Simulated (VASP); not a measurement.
Runs of VASP 6.6.1 on CsZn (CsCl type). The structure is that of space group Pm-3m (No. 221), or close to it. The cells are those of the table. 

| task | cell | cutoff (eV) | k mesh for the DOS | occupations for the DOS | gap on the mesh (eV) | pressure (GPa) |
| --- | --- | --- | --- | --- | --- | --- |
| single point | a = 4.072 Å, 2 atoms | 520 | - | - | none | 4.3 |
| single point | a = 3.640 Å, 2 atoms | 520 | - | - | none | (a) |
| relaxation of cell and atoms | relaxed from a = 4.586 Å, 2 atoms | 600 | - | - | none | 0.0 |
| single point | a = 4.586 Å, 2 atoms | 520 | - | - | none | 0.0 |
| electric field gradients | a = 4.586 Å, 2 atoms | 520 | - | - | none | 0.0 |

Alike in all rows: level PBE; potentials or basis VASP PAW PBE potentials, release 64 (Cs_sv, Zn); no spin polarisation; k mesh 8 × 8 × 8; smearing fermi-dirac 0.05 eV.

Estimate the missing entries.

(a) 17.4.

Caveats: spin-orbit coupling is left out, which moves the levels of the heavy elements.

A k mesh can miss the band edges, and the runs leave out spin-orbit coupling on Cs.

A gap of «none» marks levels without a gap at the run's occupations.
